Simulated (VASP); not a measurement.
# Se (P6_3/mmc) in VASP: notebook

Runs on Se. Level: PBE. Tasks: relaxation of cell and atoms.

All numbers are computed with VASP 6.6.1; they aren't measurements. Logs are shortened: lines on timing, memory, paths and dates and some standing lists are left out, and cuts for length are marked.

## Step 1: The cell of the first run

The structure is hexagonal, space group P6_3/mmc (No. 194). Conventional cell: a = 2.496 Å, b = 2.496 Å, c = 3.812 Å, α = 90.00°, β = 90.00°, γ = 120.00°. Within 3.2 Å of Se (site symmetry -6m2) lie 12 Se at 2.39 to 2.50 Å.

This isn't the form of Se at room conditions, which is trigonal, of chains.

## Step 2: Relaxation of cell and atoms, PBE, target pressure 220 GPa, at which the enthalpy is minimised

Contents of INCAR:

```
SYSTEM = Se
ALGO     = Normal         ! electronic algorithm
EDIFF    = 1E-7           ! SCF threshold, eV
EDIFFG   = -0.005         ! ionic threshold
ENCUT    = 600            ! plane-wave cutoff, eV
GGA      = PE             ! functional
IBRION   = 2              ! ionic algorithm
ISIF     = 3              ! what is computed and relaxed
ISMEAR   = -1             ! smearing method
LASPH    = .TRUE.         ! aspherical terms in the spheres
LCHARG   = .FALSE.        ! write CHGCAR
LREAL    = .FALSE.        ! projectors in reciprocal space
LWAVE    = .FALSE.        ! write WAVECAR
NELM     = 100            ! most SCF steps
NSW      = 32             ! ionic steps
PREC     = Accurate       ! precision mode
PSTRESS  = 2200.0       
SIGMA    = 0.1            ! smearing width, eV
```

Contents of KPOINTS:

```
k-points
0
G
  18 18 10
  0 0 0
```

Contents of POSCAR:

```
Se
1.0
    2.4957520216      0.0000000000      0.0000000000
   -1.2478760108      2.1613846523      0.0000000000
    0.0000000000      0.0000000000      3.8118994953
Se
2
Direct
    0.3333333333      0.6666666667      0.2500000000
    0.6666666667      0.3333333333      0.7500000000
```

Potentials or basis: VASP PAW PBE potentials, release 64 (Se).

The run is started by

```
> cat potpaw_PBE.64/Se/POTCAR > POTCAR
> mpirun -np 1 vasp_std > vasp.out
```

OUTCAR:

```text
SYSTEM = Se
   EDIFF = 1E-7
   EDIFFG = -0.005
   ENCUT = 600
   GGA = PE
   IBRION = 2
   ISIF = 3
   ISMEAR = -1
   LASPH = .TRUE.
   LREAL = .FALSE.
   NELM = 100
   NSW = 32
   PREC = Accurate
   PSTRESS = 2200.0

 ion  position               nearest neighbor table
   1  0.333  0.667  0.250-   2 2.39   2 2.39   2 2.39   2 2.39   2 2.39   2 2.39
   2  0.667  0.333  0.750-   1 2.39   1 2.39   1 2.39   1 2.39   1 2.39   1 2.39

  LATTYP: Found a hexagonal cell.
 ALAT       =     2.4957520216
 C/A-ratio  =     1.5273550667

  Lattice vectors:

 A1 = (   2.4957520216,   0.0000000000,   0.0000000000)
 A2 = (  -1.2478760108,   2.1613846523,   0.0000000000)
 A3 = (   0.0000000000,   0.0000000000,   3.8118994953)

Analysis of symmetry for initial positions (statically):
=====================================================================
 Subroutine PRICEL returns:
 Original cell was already a primitive cell.

 Routine SETGRP: Setting up the symmetry group for a
 hexagonal supercell.

 Subroutine GETGRP returns: Found 24 space group operations
 (whereof 12 operations were pure point group operations)
 out of a pool of 24 trial point group operations.

The static configuration has the point symmetry D_3d.
 The point group associated with its full space group is D_6h.

Analysis of symmetry for dynamics (positions and initial velocities):
=====================================================================
 Subroutine PRICEL returns:
 Original cell was already a primitive cell.

 Routine SETGRP: Setting up the symmetry group for a
 hexagonal supercell.

 Subroutine GETGRP returns: Found 24 space group operations
 (whereof 12 operations were pure point group operations)
 out of a pool of 24 trial point group operations.

The dynamic configuration has the point symmetry D_3d.
 The point group associated with its full space group is D_6h.

 Subroutine INISYM returns: Found 24 space group operations
 (whereof 12 operations are pure point group operations),
 and found     1 'primitive' translations

----------------------------------------------------------------------------------------

                                     Primitive cell

  volume of cell :      20.5625

  direct lattice vectors                    reciprocal lattice vectors
     2.495752022  0.000000000  0.000000000     0.400680833  0.231333187  0.000000000
    -1.247876011  2.161384652  0.000000000     0.000000000  0.462666374  0.000000000
     0.000000000  0.000000000  3.811899495     0.000000000  0.000000000  0.262336402

  length of vectors
     2.495752022  2.495752022  3.811899495     0.462666374  0.462666374  0.262336402

  position of ions in fractional coordinates (direct lattice)
     0.333333333  0.666666667  0.250000000
     0.666666667  0.333333333  0.750000000

  ion indices of the primitive-cell ions
   primitive index   ion index
                 1           1
                 2           2

----------------------------------------------------------------------------------------

 KPOINTS: k-points

Automatic generation of k-mesh.
 Grid dimensions read from file:
 generate k-points for:   18   18   10

 Generating k-lattice:

  Cartesian coordinates                     Fractional coordinates (reciprocal lattice)
     0.022260046  0.012851844  0.000000000     0.055555556  0.000000000  0.000000000
     0.000000000  0.025703687  0.000000000     0.000000000  0.055555556  0.000000000
     0.000000000  0.000000000  0.026233640     0.000000000  0.000000000  0.100000000

  Length of vectors
     0.025703687  0.025703687  0.026233640

  Shift w.r.t. Gamma in fractional coordinates (k-lattice)
     0.000000000  0.000000000  0.000000000

 Subroutine IBZKPT returns following result:
 ===========================================

 Found    222 irreducible k-points:

 Following reciprocal coordinates:
            Coordinates               Weight
  0.000000  0.000000  0.000000      1.000000
  0.055556  0.000000  0.000000      6.000000
  0.111111  0.000000  0.000000      6.000000
  0.166667  0.000000  0.000000      6.000000
  0.222222  0.000000  0.000000      6.000000
  0.277778  0.000000  0.000000      6.000000
[... 16 lines left out ...]
  0.333333  0.111111  0.000000     12.000000
  0.388889  0.111111  0.000000     12.000000
 [... further k-points ...]
   k-points           NKPTS =    222   k-points in BZ     NKDIM =    222   number of bands    NBANDS=     10
   number of dos      NEDOS =    301   number of ions     NIONS =      2
   total plane-waves  NPLWV =  12000
   dimension x,y,z NGX =    20 NGY =   20 NGZ =   30
   dimension x,y,z NGXF=    40 NGYF=   40 NGZF=   60
   ions per type =               2
   NGX,Y,Z   is equivalent  to a cutoff of  13.32, 13.32, 13.08 a.u.
   NGXF,Y,Z  is equivalent  to a cutoff of  26.64, 26.64, 26.17 a.u.
 SYSTEM =  Se
   PREC   = accura    normal or accurate (medium, high low for compatibility)
   ISTART =      0    job   : 0-new  1-cont  2-samecut
   ICHARG =      2    charge: 1-file 2-atom 10-const
   ISPIN  =      1    spin polarized calculation?
   LNONCOLLINEAR =      F non collinear calculations
   LSORBIT =      F    spin-orbit coupling
   LASPH  =      T    aspherical Exc in radial PAW
   ENCUT  =  600.0 eV  44.10 Ry    6.64 a.u.   4.98  4.98  7.61*2*pi/ulx,y,z
   NELM   =    100;   NELMIN=  2; NELMDL= -5     # of ELM steps
   EDIFF  = 0.1E-06   stopping-criterion for ELM
   LREAL  =      F    real-space projection
   EDIFFG = -.5E-02   stopping-criterion for IOM
   NSW    =     32    number of steps for IOM
   IBRION =      2    ionic relax: 0-MD 1-quasi-New 2-CG
   NFREE  =      1    steps in history (QN), initial steepest desc. (CG)
   ISIF   =      3    stress and relaxation
   ISYM   =      2    0-nonsym 1-usesym 2-fastsym
   POTIM  = 0.5000    time-step for ionic-motion
   TEBEG  =    0.0;   TEEND  =   0.0 temperature during run
   PSTRESS= 2200.0 pullay stress
   NELECT =      12.0000    total number of electrons
   NUPDOWN=      -1.0000    fix difference up-down
   EMIN   =  10.00;   EMAX   =-10.00  energy-range for DOS
   EFERMI =   0.00;   METHOD = LEGACY
   ISMEAR =    -1;   SIGMA  =   0.10  broadening in eV -4-tet -1-fermi 0-gaus
   EFERMI_NEDOS =   21; number of points for ismear=-14 and -15
   IALGO  =     38    algorithm
   IMIX   =      4    mixing-type and parameters
     AMIX     =   0.40;   BMIX     =  1.00
     AMIX_MAG =   1.60;   BMIX_MAG =  1.00
  volume/ion in A,a.u.               =      10.28        69.38
  Fermi-wavevector in a.u.,A,eV,Ry     =   1.368076  2.585289 25.465104  1.871632
  Thomas-Fermi vector in A             =   2.494072
   LORBIT       =      0    0 simple, 1 ext, 2 COOP (PROOUT), +10 PAW based schemes
   GGA     = PE    functional components
   LHFCALC =     F    Hartree Fock is set to
   AEXX    =    0.0000 exact exchange contribution
   IVDW    =     0    specifies the selected vdW correction
   LEPSILON=     F    determine dielectric tensor
   LRPA    =     F    only Hartree local field effects (RPA)
 conjugate gradient relaxation of ions
 non-spin polarized calculation
  energy-cutoff  :      600.00
  volume of cell :       20.56
 maximum number of plane-waves:       711
 NGX is ok and might be reduce to    20
   NGX =  9   NGY =  9   NGZ = 15

--------------------------------------- Ionic step        1  -------------------------------------------

 number of electron      12.0000000 magnetization

 Free energy of the ion-electron system (eV)
  ---------------------------------------------------
  ext. energy  EPLUGINS =         0.00000000
  ---------------------------------------------------
  free energy    TOTEN  =         1.91576259 eV

  energy without entropy =        1.93382370  energy(sigma->0) =        1.92479315

------------------------ aborting loop because EDIFF is reached ----------------------------------------

  FORCE on cell =-STRESS in cart. coord.  units (eV):
  Direction    XX          YY          ZZ          XY          YZ          ZX
  --------------------------------------------------------------------------------------
  -------------------------------------------------------------------------------------
  Total       28.6314765     28.6314765     28.7133815      0.0000000     -0.0000000      0.0000000
  in kB     2230.8963359   2230.8963360   2237.2781832      0.0000000     -0.0000000      0.0000000
  external PRESSURE =      33.0236183 kB  Pullay stress =    2200.0000000 kB
[... 137 lines left out ...]
  enthalpy is  TOTEN    =        30.1498603974 eV   P V=       28.3485177352

--------------------------------------- Ionic step        5  -------------------------------------------

 number of electron      12.0000001 magnetization

 Free energy of the ion-electron system (eV)
  ---------------------------------------------------
  ext. energy  EPLUGINS =         0.00000000
  ---------------------------------------------------
  free energy    TOTEN  =         1.80267069 eV

  energy without entropy =        1.82097389  energy(sigma->0) =        1.81182229

 E-fermi :  16.6773     XC(G=0): -13.9338

 val. band max:       16.6724705150   @ k =   0.3889   0.2222   0.2000
 cond. band min:      16.7133612569   @ k =   0.3889   0.0000   0.5000
 fundamental gap:      0.0408907419
 Fermi energy:        16.6772941420

 k-point     1 :       0.0000    0.0000    0.0000
  band No.  band energies     occupation
      1      -8.4873      2.00000
      2       1.3316      2.00000
      3       2.5328      2.00000
      4      19.7884      0.00000
      5      19.7884      0.00000
      6      23.1049      0.00000
      7      23.1049      0.00000
      8      26.6971      0.00000
      9      26.8956      0.00000
     10      28.6160      0.00000
[... 287 lines left out ...]
 k-point    24 :       0.3889    0.1111    0.0000
  band No.  band energies     occupation
      1      -2.0296      2.00000
      2       1.8708      2.00000
      3       7.7964      2.00000
      4       8.6865      2.00000
      5      10.5263      2.00000
      6      11.8193      2.00000
      7      13.3943      2.00000
      8      19.4409      0.00000
      9      22.6530      0.00000
     10      23.0497      0.00000

 [... further k-points ...]

------------------------ aborting loop because EDIFF is reached ----------------------------------------

  FORCE on cell =-STRESS in cart. coord.  units (eV):
  Direction    XX          YY          ZZ          XY          YZ          ZX
  --------------------------------------------------------------------------------------
  -------------------------------------------------------------------------------------
  Total       28.3570472     28.3570472     28.3431442      0.0000000      0.0000000     -0.0000000
  in kB     2200.7652543   2200.7652546   2199.6862491      0.0000000      0.0000000     -0.0000000
  external PRESSURE =       0.4055860 kB  Pullay stress =    2200.0000000 kB
[... 17 lines left out ...]
  FREE ENERGIE OF THE ION-ELECTRON SYSTEM (eV)
  ---------------------------------------------------
  free  energy   TOTEN  =         1.8026706858 eV

  energy  without entropy=        1.8209738874  energy(sigma->0) =        1.81182229

  enthalpy is  TOTEN    =        30.1498575515 eV   P V=       28.3471868657

 reached required accuracy - stopping structural energy minimisation
```

It took 3.5 min on 1 thread of Intel Xeon 8259CL, shared host; peak memory 0.18 GiB.

Results:

- Free energy: 1.8027 eV
- Relaxed volume: 10.32 Å³/atom
- Relaxed cell: a = 2.498 Å, b = 2.498 Å, c = 3.819 Å, α = 90.00°, β = 90.00°, γ = 120.00°
- Space group after relaxing (to 0.1 Å): P6_3/mmc (No. 194)
- Energy change on relaxing (the run minimises the enthalpy): -56.5 meV/atom
- Ionic steps: 5
- Pressure after relaxing: 220.0 GPa
- Band gap on the k mesh: zero (bands 6 and 7 overlap by 11.35 eV)

Step by step:
| step | energy change (eV) | largest force (eV/Å) | pressure (GPa) | volume (Å³) |
| --- | --- | --- | --- | --- |
| 1 | 0.0000 | 0.0000 | 223.30 | 20.56 |
| 2 | -0.8392 | 0.0000 | 199.41 | 21.20 |
| 3 | -0.1167 | 0.0000 | 219.96 | 20.65 |
| 4 | -0.1144 | 0.0000 | 220.01 | 20.65 |
| 5 | -0.1131 | 0.0000 | 220.04 | 20.64 |

Final structure:
```cif
data_structure
_symmetry_space_group_name_H-M 'P 1'
_symmetry_Int_Tables_number 1
_cell_length_a 2.4984
_cell_length_b 2.4984
_cell_length_c 3.8191
_cell_angle_alpha 90.000
_cell_angle_beta 90.000
_cell_angle_gamma 120.000
_cell_volume 20.64
loop_
_atom_site_label
_atom_site_type_symbol
_atom_site_fract_x
_atom_site_fract_y
_atom_site_fract_z
_atom_site_occupancy
Se1 Se 0.33333 0.66667 0.25000 1
Se2 Se 0.66667 0.33333 0.75000 1
```

Levels at points of the mesh, in eV from the Fermi level:
| k point | band 4 | band 5 | band 6 | band 7 | band 8 | band 9 |
| --- | --- | --- | --- | --- | --- | --- |
| (0.00, 0.00, 0.00) | 3.11 | 3.11 | 6.43 | 6.43 | 10.02 | 10.22 |
| (0.50, 0.00, 0.00) | -7.64 | -7.12 | -4.22 | -2.96 | 2.53 | 4.97 |
| (0.00, 0.00, 0.50) | -2.09 | 5.06 | 5.06 | 5.06 | 5.06 | 11.63 |
| (0.50, 0.00, 0.50) | -13.37 | -0.35 | -0.35 | 2.09 | 2.09 | 6.18 |

Caveat: the cell is relaxed towards a set pressure, so the run minimises the enthalpy, not the energy.

## Step 3: Relaxation of cell and atoms, PBE, target pressure 220 GPa, at which the enthalpy is minimised

This run uses another cell than the first one, of 10.35 Å³/atom.

Contents of INCAR:

```
ALGO     = Normal         # electronic algorithm
EDIFF    = 1E-6           # SCF threshold, eV
EDIFFG   = -0.005         # ionic threshold
ENCUT    = 600            # plane-wave cutoff, eV
GGA      = PE             # functional
IBRION   = 2              # ionic algorithm
ISIF     = 3              # what is computed and relaxed
ISMEAR   = -1             # smearing method
LASPH    = T              # aspherical terms in the spheres
LCHARG   = F              # write CHGCAR
LREAL    = F              # projectors in reciprocal space
LWAVE    = F              # write WAVECAR
NELM     = 80             # most SCF steps
NSW      = 60             # ionic steps
PREC     = Accurate       # precision mode
PSTRESS  = 2200.0       
SIGMA    = 0.1            # smearing width, eV
```

Contents of KPOINTS:

```
k-points
0
Gamma
  18 18 10
```

Contents of POSCAR:

```
Se
1.0
    2.4524367785      0.0000000000      0.0000000000
   -1.2262183893      2.1238725514      0.0000000000
    0.0000000000      0.0000000000      3.9729475812
Se
2
Direct
    0.3333333333      0.6666666667      0.2500000000
    0.6666666667      0.3333333333      0.7500000000
```

Potentials or basis: VASP PAW PBE potentials, release 64 (Se).

The run is started by

```
> cat potpaw_PBE.64/Se/POTCAR > POTCAR
> mpirun -np 1 vasp_std > vasp.out
```

It took 4.7 min on 1 thread of Intel Xeon 8259CL, shared host; peak memory 0.18 GiB.

It converged, with:

```
Free energy                                                : 1.8014 eV
Relaxed volume                                             : 10.32 Å³/atom
Relaxed cell                                               : a = 2.499 Å, b = 2.499 Å, c = 3.819 Å, α = 90.00°, β = 90.00°, γ = 120.00°
Space group after relaxing (to 0.1 Å)                      : P6_3/mmc (No. 194)
Energy change on relaxing (the run minimises the enthalpy) : -0.9 meV/atom
Ionic steps                                                : 7
Pressure after relaxing                                    : 220.0 GPa
Band gap on the k mesh                                     : zero (bands 6 and 7 overlap by 11.35 eV)
```

The path:
| step | energy change (eV) | largest force (eV/Å) | pressure (GPa) | volume (Å³) |
| --- | --- | --- | --- | --- |
| 1 | 0.0000 | 0.0000 | 217.63 | 20.69 |
| 2 | 0.6216 | 0.0000 | 238.19 | 20.21 |
| 3 | 0.4202 | 0.0000 | 231.64 | 20.35 |
| 4 | -0.1997 | 0.0000 | 215.22 | 20.80 |
| 5 | 0.0983 | 0.0000 | 223.06 | 20.57 |
| 6 | -0.0338 | 0.0000 | 219.04 | 20.67 |
| 7 | -0.0018 | 0.0000 | 220.01 | 20.65 |

Final structure:
```yaml
crystal:
  lattice:
    - [2.49858, 0.00000, 0.00000]
    - [-1.24929, 2.16383, 0.00000]
    - [0.00000, 0.00000, 3.81856]
  atoms:
    - { symbol: Se, position: [0.33333, 0.66667, 0.25000] }
    - { symbol: Se, position: [0.66667, 0.33333, 0.75000] }
```

Levels at points of the mesh, in eV from the Fermi level:
```csv
k point,band 2,band 3,band 4,band 5,band 6,band 7,band 8,band 9,band 10
"(0.00, 0.00, 0.00)",-15.34,-14.14,3.11,3.11,6.42,6.42,10.01,10.22,11.94
"(0.50, 0.00, 0.00)",-16.21,-7.87,-7.64,-7.11,-4.22,-2.96,2.53,4.97,10.40
"(0.00, 0.00, 0.50)",-22.57,-2.08,-2.08,5.05,5.05,5.05,5.05,11.63,11.63
"(0.50, 0.00, 0.50)",-15.57,-13.37,-13.37,-0.35,-0.35,2.10,2.10,6.18,6.18
```

Caveat: the cell is relaxed towards a set pressure, so the run minimises the enthalpy, not the energy.

The gap in the log of VASP goes by the Fermi energy; the results here count the filled bands.